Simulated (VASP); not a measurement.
# Al in VASP: notebook, part 2 of 2

VASP 6.6.1.

## Step 4: Single point, PBE

This run uses another cell than the first one: it holds 1 atom, not 2.

INCAR reads:

```
SYSTEM = Al
  PREC = Accurate
  ENCUT = 520
  EDIFF = 1E-6
  ISMEAR = 0
  SIGMA = 0.1
  LREAL = .False.
  LASPH = .True.
  NELM = 60
  ALGO = Fast
  ISIF = 2
  LWAVE = .False.
  LCHARG = .True.
  GGA = PE
  LELF = .True.
  LVHAR = .True.
  NBANDS = 8
```

KPOINTS reads:

```
regular mesh
0
Gamma
  20 20 20
  0 0 0
```

POSCAR reads:

```
Al
1.0
    2.7217713358      0.0000000000      0.0000000000
    0.0000000000      2.7217713358      0.0000000000
    0.0000000000      0.0000000000      2.7217713358
Al
1
Direct
    0.0000000000      0.0000000000      0.0000000000
```

Potentials or basis: VASP PAW PBE potentials, release 64 (Al).

Started as:

```console
cat potpaw_PBE.64/Al/POTCAR > POTCAR
mpirun -np 1 vasp_std > vasp.out
```

OUTCAR:

```text
SYSTEM = Al
   PREC = Accurate
   ENCUT = 520
   EDIFF = 1E-6
   ISMEAR = 0
   LREAL = .False.
   LASPH = .True.
   NELM = 60
   ISIF = 2
   GGA = PE

 ion  position               nearest neighbor table
   1  0.000  0.000  0.000-

  LATTYP: Found a simple cubic cell.
 ALAT       =     2.7217713358

  Lattice vectors:

 A1 = (   2.7217713358,   0.0000000000,   0.0000000000)
 A2 = (   0.0000000000,   2.7217713358,   0.0000000000)
 A3 = (   0.0000000000,   0.0000000000,   2.7217713358)

Analysis of symmetry for initial positions (statically):
=====================================================================
 Subroutine PRICEL returns:
 Original cell was already a primitive cell.

 Routine SETGRP: Setting up the symmetry group for a
 simple cubic supercell.

 Subroutine GETGRP returns: Found 48 space group operations
 (whereof 48 operations were pure point group operations)
 out of a pool of 48 trial point group operations.

The static configuration has the point symmetry O_h .

Analysis of symmetry for dynamics (positions and initial velocities):
=====================================================================
 Subroutine PRICEL returns:
 Original cell was already a primitive cell.

 Routine SETGRP: Setting up the symmetry group for a
 simple cubic supercell.

 Subroutine GETGRP returns: Found 48 space group operations
 (whereof 48 operations were pure point group operations)
 out of a pool of 48 trial point group operations.

The dynamic configuration has the point symmetry O_h .

 Subroutine INISYM returns: Found 48 space group operations
 (whereof 48 operations are pure point group operations),
 and found     1 'primitive' translations

----------------------------------------------------------------------------------------

                                     Primitive cell

  volume of cell :      20.1630

  direct lattice vectors                    reciprocal lattice vectors
     2.721771336  0.000000000  0.000000000     0.367407793  0.000000000  0.000000000
     0.000000000  2.721771336  0.000000000     0.000000000  0.367407793  0.000000000
     0.000000000  0.000000000  2.721771336     0.000000000  0.000000000  0.367407793

  length of vectors
     2.721771336  2.721771336  2.721771336     0.367407793  0.367407793  0.367407793

  position of ions in fractional coordinates (direct lattice)
     0.000000000  0.000000000  0.000000000

  ion indices of the primitive-cell ions
   primitive index   ion index
                 1           1

----------------------------------------------------------------------------------------

 KPOINTS: regular mesh

Automatic generation of k-mesh.
 Grid dimensions read from file:
 generate k-points for:   20   20   20

 Generating k-lattice:

  Cartesian coordinates                     Fractional coordinates (reciprocal lattice)
     0.018370390  0.000000000  0.000000000     0.050000000  0.000000000  0.000000000
     0.000000000  0.018370390  0.000000000     0.000000000  0.050000000  0.000000000
     0.000000000  0.000000000  0.018370390     0.000000000  0.000000000  0.050000000

  Length of vectors
     0.018370390  0.018370390  0.018370390

  Shift w.r.t. Gamma in fractional coordinates (k-lattice)
     0.000000000  0.000000000  0.000000000

 Subroutine IBZKPT returns following result:
 ===========================================

 Found    286 irreducible k-points:

 Following reciprocal coordinates:
            Coordinates               Weight
  0.000000  0.000000  0.000000      1.000000
  0.050000  0.000000  0.000000      6.000000
  0.100000  0.000000  0.000000      6.000000
  0.150000  0.000000  0.000000      6.000000
  0.200000  0.000000  0.000000      6.000000
  0.250000  0.000000  0.000000      6.000000
[... 16 lines left out ...]
  0.150000  0.100000  0.000000     24.000000
  0.200000  0.100000  0.000000     24.000000
 [... further k-points ...]
   k-points           NKPTS =    286   k-points in BZ     NKDIM =    286   number of bands    NBANDS=      8
   number of dos      NEDOS =    301   number of ions     NIONS =      1
   total plane-waves  NPLWV =   8000
   dimension x,y,z NGX =    20 NGY =   20 NGZ =   20
   dimension x,y,z NGXF=    40 NGYF=   40 NGZF=   40
   ions per type =               1
   NGX,Y,Z   is equivalent  to a cutoff of  12.22, 12.22, 12.22 a.u.
   NGXF,Y,Z  is equivalent  to a cutoff of  24.43, 24.43, 24.43 a.u.
 SYSTEM =  Al
   PREC   = accura    normal or accurate (medium, high low for compatibility)
   ISTART =      0    job   : 0-new  1-cont  2-samecut
   ICHARG =      2    charge: 1-file 2-atom 10-const
   ISPIN  =      1    spin polarized calculation?
   LNONCOLLINEAR =      F non collinear calculations
   LSORBIT =      F    spin-orbit coupling
   LASPH  =      T    aspherical Exc in radial PAW
   ENCUT  =  520.0 eV  38.22 Ry    6.18 a.u.   5.06  5.06  5.06*2*pi/ulx,y,z
   NELM   =     60;   NELMIN=  2; NELMDL= -5     # of ELM steps
   EDIFF  = 0.1E-05   stopping-criterion for ELM
   LREAL  =      F    real-space projection
   EDIFFG = 0.1E-04   stopping-criterion for IOM
   NSW    =      0    number of steps for IOM
   IBRION =     -1    ionic relax: 0-MD 1-quasi-New 2-CG
   NFREE  =      0    steps in history (QN), initial steepest desc. (CG)
   ISIF   =      2    stress and relaxation
   ISYM   =      2    0-nonsym 1-usesym 2-fastsym
   POTIM  = 0.5000    time-step for ionic-motion
   TEBEG  =    0.0;   TEEND  =   0.0 temperature during run
   PSTRESS=    0.0 pullay stress
   NELECT =       3.0000    total number of electrons
   NUPDOWN=      -1.0000    fix difference up-down
   EMIN   =  10.00;   EMAX   =-10.00  energy-range for DOS
   EFERMI =   0.00;   METHOD = LEGACY
   ISMEAR =     0;   SIGMA  =   0.10  broadening in eV -4-tet -1-fermi 0-gaus
   EFERMI_NEDOS =   21; number of points for ismear=-14 and -15
   IALGO  =     68    algorithm
   IMIX   =      4    mixing-type and parameters
     AMIX     =   0.40;   BMIX     =  1.00
     AMIX_MAG =   1.60;   BMIX_MAG =  1.00
  volume/ion in A,a.u.               =      20.16       136.07
  Fermi-wavevector in a.u.,A,eV,Ry     =   0.867488  1.639315 10.238873  0.752536
  Thomas-Fermi vector in A             =   1.986030
   LORBIT       =      0    0 simple, 1 ext, 2 COOP (PROOUT), +10 PAW based schemes
   GGA     = PE    functional components
   LHFCALC =     F    Hartree Fock is set to
   AEXX    =    0.0000 exact exchange contribution
   IVDW    =     0    specifies the selected vdW correction
   LEPSILON=     F    determine dielectric tensor
   LRPA    =     F    only Hartree local field effects (RPA)
 non-spin polarized calculation
 RMM-DIIS sequential band-by-band and
 Gauss-broadening in eV      SIGMA  =   0.10
  energy-cutoff  :      520.00
  volume of cell :       20.16
 maximum number of plane-waves:       554
   NGX = 11   NGY = 11   NGZ = 11

 number of electron       3.0000000 magnetization

 Free energy of the ion-electron system (eV)
  ---------------------------------------------------
  ext. energy  EPLUGINS =         0.00000000
  ---------------------------------------------------
  free energy    TOTEN  =        -3.37631420 eV

  energy without entropy =       -3.37429322  energy(sigma->0) =       -3.37530371

 E-fermi :   5.6410     XC(G=0):  -9.4221

 val. band max:        5.6033725215   @ k =   0.4500   0.4000   0.2000
 cond. band min:       5.6448252482   @ k =   0.3000   0.0500   0.0500
 fundamental gap:      0.0414527267
 Fermi energy:         5.6410450237

 k-point     1 :       0.0000    0.0000    0.0000
  band No.  band energies     occupation
      1      -3.8968      2.00000
      2      13.6424      0.00000
      3      13.6424      0.00000
      4      14.7753      0.00000
      5      14.7753      0.00000
      6      14.7753      0.00000
      7      21.0270      0.00000
      8      29.5900      0.00000

 k-point     2 :       0.0500    0.0000    0.0000
  band No.  band energies     occupation
      1      -3.8475      2.00000
      2      12.6202      0.00000
      3      13.6840      0.00000
      4      14.8168      0.00000
      5      14.8168      0.00000
      6      15.7009      0.00000
      7      21.2341      0.00000
      8      29.1555      0.00000
[... 221 lines left out ...]
 k-point    23 :       0.1500    0.1000    0.0000
  band No.  band energies     occupation
      1      -3.2564      2.00000
      2       9.7629      0.00000
      3      11.8357      0.00000
      4      15.3144      0.00000
      5      16.1381      0.00000
      6      19.2424      0.00000
      7      23.2218      0.00000
      8      25.0957      0.00000

 k-point    24 :       0.2000    0.1000    0.0000
  band No.  band energies     occupation
      1      -2.9133      2.00000
      2       8.3925      0.00000
      3      12.0724      0.00000
      4      15.6036      0.00000
      5      16.4538      0.00000
      6      20.0703      0.00000
      7      23.4369      0.00000
      8      24.7434      0.00000

 [... further k-points ...]
[... 5 lines left out ...]
  --------------------------------------------------------------------------------------
  -------------------------------------------------------------------------------------
  Total       -0.0026701     -0.0026701     -0.0026701      0.0000000      0.0000000     -0.0000000
  in kB       -0.2121672     -0.2121672     -0.2121672      0.0000000      0.0000000     -0.0000000
  external PRESSURE =      -0.2121672 kB  Pullay stress =       0.0000000 kB

 VOLUME and BASIS-vectors are now :
 -----------------------------------------------------------------------------
  energy-cutoff  :      520.00
  volume of cell :       20.16
      direct lattice vectors                 reciprocal lattice vectors
     2.721771336  0.000000000  0.000000000     0.367407793  0.000000000  0.000000000
     0.000000000  2.721771336  0.000000000     0.000000000  0.367407793  0.000000000
     0.000000000  0.000000000  2.721771336     0.000000000  0.000000000  0.367407793

 POSITION                                       TOTAL-FORCE (eV/Angst)
 -----------------------------------------------------------------------------------
      0.00000      0.00000      0.00000         0.000000      0.000000      0.000000
 -----------------------------------------------------------------------------------
    total drift:                                0.000000      0.000000      0.000000

  FREE ENERGIE OF THE ION-ELECTRON SYSTEM (eV)
  ---------------------------------------------------
  free  energy   TOTEN  =        -3.3763141966 eV

  energy  without entropy=       -3.3742932210  energy(sigma->0) =       -3.37530371
```

OSZICAR:

```text
N       E                     dE             d eps       ncg     rms          rms(c)
DAV:   1    -0.205680845325E+01   -0.20568E+01   -0.81613E+02  4576   0.202E+02
DAV:   2    -0.337445968123E+01   -0.13177E+01   -0.12562E+01  6040   0.172E+01
DAV:   3    -0.338295243142E+01   -0.84928E-02   -0.84891E-02  5744   0.154E+00
DAV:   4    -0.338298745677E+01   -0.35025E-04   -0.35026E-04  6560   0.880E-02
DAV:   5    -0.338298770491E+01   -0.24814E-06   -0.24789E-06  5728   0.487E-03    0.100E+00
RMM:   6    -0.337901368466E+01    0.39740E-02   -0.91900E-04  4586   0.154E-01    0.596E-01
RMM:   7    -0.337629051847E+01    0.27232E-02   -0.25233E-03  5071   0.253E-01    0.762E-02
RMM:   8    -0.337631278173E+01   -0.22263E-04   -0.12115E-04  4991   0.670E-02    0.148E-02
RMM:   9    -0.337631480149E+01   -0.20198E-05   -0.16391E-05  5198   0.245E-02    0.154E-02
RMM:  10    -0.337631603975E+01   -0.12383E-05   -0.34471E-06  5198   0.115E-02    0.458E-02
RMM:  11    -0.337631433253E+01    0.17072E-05   -0.67261E-07  4135   0.479E-03    0.111E-02
RMM:  12    -0.337631419656E+01    0.13597E-06   -0.19622E-07  3076   0.275E-03
   1 F= -.33763142E+01 E0= -.33753037E+01  d E =-.202098E-02
```

stdout:

```text
POSCAR found type information on POSCAR Al
 POSCAR found :  1 types and       1 ions
 scaLAPACK will be used
 LDA part: xc-table for (Slater+PW92), standard interpolation
 POSCAR, INCAR and KPOINTS ok, starting setup
 FFT: planning ... GRIDC
 FFT: planning ... GRID_SOFT
 FFT: planning ... GRID
 WAVECAR not read
 entering main loop
```

It took 11 s on 1 thread of Intel Xeon 6975P-C (Granite Rapids), shared host; peak memory 0.14 GiB.

What came out:

| Quantity | Value |
| --- | --- |
| Free energy | -3.3763 eV |
| Pressure | 0.0 GPa |

## Step 5: Relaxation of cell and atoms, PBE

This run uses another cell than the first one: it holds 1 atom, not 2.

INCAR reads:

```
SYSTEM = Al
PREC = Accurate
ENCUT = 600
EDIFF = 1E-7
ISMEAR = 0
SIGMA = 0.1
LREAL = .False.
LASPH = .True.
NELM = 80
ALGO = Fast
ISIF = 3
LWAVE = .False.
LCHARG = .False.
GGA = PE
IBRION = 2
NSW = 100
EDIFFG = -0.01
```

KPOINTS reads:

```
Automatic mesh
0
Gamma
  20 20 20
  0 0 0
```

POSCAR reads:

```
Al
1.0
    2.7234727524      0.0000000000      0.0000000000
    0.0000000000      2.7234727524      0.0000000000
    0.0000000000      0.0000000000      2.7234727524
Al
1
Direct
    0.0000000000      0.0000000000      0.0000000000
```

Started as:

```console
cat potpaw_PBE.64/Al/POTCAR > POTCAR
mpirun -np 1 vasp_std > vasp.out
```

Wall time 12 s (1 thread of Intel Xeon 6975P-C (Granite Rapids), shared host); peak memory 0.16 GiB.

It converged, with:

```yaml
Free_energy: -3.3763 eV
Relaxed_volume: 20.15 Å³/atom
Relaxed_cell: a = 2.721 Å, b = 2.721 Å, c = 2.721 Å, α = 90.00°, β = 90.00°, γ = 90.00°
Space_group_after_relaxing_to_0.05_Å: Pm-3m (No. 221)
Energy_gained_by_relaxing: 0.0 meV/atom
Ionic_steps: 2
Pressure_after_relaxing: 0.0 GPa
```

Final structure:
```
Al
1.0
     2.72137    0.00000    0.00000
     0.00000    2.72137    0.00000
     0.00000    0.00000    2.72137
Al
1
Direct
  0.00000 0.00000 0.00000
```

Levels at points of the mesh, in eV from the Fermi level:
```tsv
k point	band 1	band 2	band 3	band 4	band 5
(0.00, 0.00, 0.00)	-9.54	8.00	8.00	9.14	9.14
(0.50, 0.00, 0.00)	-5.19	-4.07	10.56	12.65	12.65
(0.50, 0.50, 0.00)	-0.53	-0.53	-0.28	2.22	16.22
(0.50, 0.50, 0.50)	2.88	2.88	2.88	5.60	5.60
```

## Step 6: Relaxation of cell and atoms, PBE

This run uses another cell than the first one: it holds 4 atoms, not 2.

INCAR reads:

```
  PREC = Accurate
  ENCUT = 600
  EDIFF = 1E-6
  ISMEAR = 0
  SIGMA = 0.2
  LREAL = False
  LASPH = True
  NELM = 100
  ALGO = Normal
  ISIF = 3
  LWAVE = False
  LCHARG = False
  GGA = PE
  IBRION = 2
  NSW = 80
  EDIFFG = -0.025
```

KPOINTS reads:

```
Automatic mesh
0
Gamma
  8 4 4
```

POSCAR reads:

```
Al
1.0
    0.0129737700     -2.7080995413     -0.0348491542
   -5.4384812791      0.0259475399     -0.0885166328
   -0.0885166328     -0.0696983084     -5.5174512437
Al
4
Direct
    0.0013780467     -0.0044902213      0.0011261269
    0.9868199274     -0.0089563818      0.4983329658
    1.0307101589      0.5029490890      0.0037918627
    0.9810918670      0.5104975141      0.4967490446
```

Potentials or basis: VASP PAW PBE potentials, release 64 (Al).

Started as:

```console
cat potpaw_PBE.64/Al/POTCAR > POTCAR
mpirun -np 1 vasp_std > vasp.out
```

Run time: 22 min. Hardware: 1 thread of Intel Xeon 6975P-C, shared host; peak memory 0.27 GiB.

Results (log left out):

```
Free energy                            : -15.0388 eV
Relaxed volume                         : 16.50 Å³/atom
Relaxed cell                           : a = 2.825 Å, b = 4.964 Å, c = 4.968 Å, α = 108.70°, β = 90.01°, γ = 89.99°
Space group after relaxing (to 0.05 Å) : Immm (No. 71)
Energy gained by relaxing              : 373.6 meV/atom
Ionic steps                            : 69
Pressure after relaxing                : 0.0 GPa
Largest force after relaxing           : 0.022 eV/Å
Band gap on the k mesh                 : zero (band 6 reaches 10.36 eV, above the bottom of band 7 at 6.39 eV)
```

Forces in eV/Å, atoms in the order of the input:
```
Al  -0.012 -0.005 -0.005
Al   0.022  0.000 -0.002
Al  -0.011  0.006  0.019
Al   0.000 -0.002 -0.012
```

Stress tensor (GPa, compression positive):
```
 0.15 -0.01 -0.12
-0.01 -0.12  0.02
-0.12  0.02  0.04
```

Step by step:
| step | energy change (eV) | largest force (eV/Å) | pressure (GPa) | volume (Å³) |
| --- | --- | --- | --- | --- |
| 1 | 0.0000 | 0.5659 | -0.43 | 81.22 |
| 3 | -0.0460 | 0.1458 | 0.05 | 80.08 |
| 5 | -0.0528 | 0.1516 | -0.01 | 80.09 |
| 7 | -0.0738 | 0.2408 | -0.14 | 80.04 |
| 9 | -0.3244 | 0.5106 | -1.00 | 79.27 |
| 11 | -0.4643 | 0.6153 | -1.29 | 78.28 |
| 13 | -0.4709 | 0.6152 | -1.11 | 77.98 |
| 15 | -0.4742 | 0.6004 | -1.08 | 77.90 |
| 17 | -0.4794 | 0.5722 | -1.00 | 77.74 |
| 19 | -0.5072 | 0.5445 | -0.86 | 77.34 |
| 21 | -0.5902 | 0.4184 | -0.13 | 75.75 |
| 23 | -0.6067 | 0.3328 | 0.68 | 74.67 |
| 25 | -0.6428 | 0.3124 | 0.30 | 75.05 |
| 27 | -0.6774 | 0.2800 | -0.89 | 76.29 |
| 29 | -0.6878 | 0.2574 | -1.18 | 76.61 |
| 31 | -0.7358 | 0.2160 | -0.96 | 75.69 |
| 33 | -0.8467 | 0.5088 | 1.80 | 70.15 |
| 35 | -0.8749 | 0.4074 | 0.36 | 71.99 |
| 37 | -0.9353 | 0.4565 | 0.02 | 71.39 |
| 39 | -1.0223 | 0.4460 | -0.62 | 71.41 |
| 41 | -1.0838 | 0.4253 | -1.30 | 71.32 |
| 43 | -1.1378 | 0.5242 | 1.43 | 68.11 |
| 45 | -1.1593 | 0.5347 | 1.87 | 67.42 |
| 47 | -1.2805 | 0.3813 | -0.62 | 68.26 |
| 49 | -1.2995 | 0.3356 | -1.16 | 68.50 |
| 51 | -1.3032 | 0.3255 | -1.36 | 68.61 |
| 53 | -1.3421 | 0.3739 | -1.05 | 67.95 |
| 55 | -1.4414 | 0.2281 | 0.48 | 65.94 |
| 57 | -1.4556 | 0.1899 | 1.22 | 65.26 |
| 59 | -1.4767 | 0.1724 | 0.73 | 65.49 |
| 61 | -1.4891 | 0.1199 | -0.03 | 66.06 |
| 63 | -1.4906 | 0.0910 | -0.47 | 66.42 |
| 65 | -1.4923 | 0.0589 | 0.14 | 65.91 |
| 67 | -1.4937 | 0.0617 | -0.06 | 66.06 |
| 69 | -1.4943 | 0.0223 | 0.02 | 65.99 |

Final structure:
```yaml
crystal:
  lattice:
    - [0.06085, -2.82325, 0.07386]
    - [-4.90168, -0.08613, 0.78000]
    - [0.83632, -0.10905, -4.89612]
  atoms:
    - { symbol: Al, position: [0.74949, 0.99822, 0.99918] }
    - { symbol: Al, position: [0.24977, 0.00195, 0.49991] }
    - { symbol: Al, position: [0.25075, 0.49885, 0.00097] }
    - { symbol: Al, position: [0.74999, 0.50098, 0.49995] }
```

Levels at points of the mesh, in eV from the Fermi level:
```tsv
k point	band 3	band 4	band 5	band 6	band 7	band 8	band 9	band 10
(0.00, 0.00, 0.00)	-4.69	-4.57	-4.55	-2.94	-1.60	5.11	5.18	5.98
(0.50, 0.00, 0.00)	-0.96	-0.96	-0.80	-0.80	0.13	0.13	1.07	1.07
(0.00, 0.50, 0.00)	-5.09	-5.09	-1.03	-1.02	3.19	3.20	3.63	3.64
(0.50, 0.50, 0.00)	-5.00	-5.00	-0.71	-0.71	-0.69	-0.69	3.46	3.48
(0.00, 0.00, 0.50)	-5.09	-5.08	-1.04	-1.00	3.17	3.17	3.60	3.63
(0.50, 0.00, 0.50)	-5.00	-5.00	-0.70	-0.70	-0.69	-0.69	3.46	3.47
(0.00, 0.50, 0.50)	-6.82	-6.81	1.11	1.13	2.63	2.64	7.05	7.05
(0.50, 0.50, 0.50)	-4.26	-4.26	-2.96	-2.96	-1.64	-1.64	5.23	5.23
```

Caveat: the volume moved by over 15 % at a fixed basis, so the end points are rough.

## Step 7: The runs side by side

```csv
task,cell,k mesh,cutoff (eV),smearing,gap on the mesh (eV),pressure (GPa),relaxed volume (Å³/atom)
single point,"a = 3.854 Å, angles 120.1, 120.1, 89.8°, 2 atoms",8 × 8 × 8,520,gaussian 0.1 eV,none,0.2,-
single point,"a = 2.722, b = 5.444, c = 5.444 Å, 4 atoms",8 × 4 × 4,520,gaussian 0.2 eV,none,-0.3,-
single point,"a = 2.722 Å, 1 atom",20 × 20 × 20,520,gaussian 0.1 eV,none,0.0,-
relaxation of cell and atoms,"relaxed from a = 2.723 Å, 1 atom",20 × 20 × 20,600,gaussian 0.1 eV,none,0.0,20.15
relaxation of cell and atoms,"relaxed from a = 2.708, b = 5.439, c = 5.519 Å, angles 88.2, 88.5, 90.5°, 4 atoms",8 × 4 × 4,600,gaussian 0.2 eV,none,0.0,16.50
```

Alike in all rows: level PBE; potentials or basis VASP PAW PBE potentials, release 64 (Al); no spin polarisation.

Caveats: the volume moved by over 15 % at a fixed basis, so the end points are rough (some runs).

Absolute energies hang on the potentials; compare differences alone.
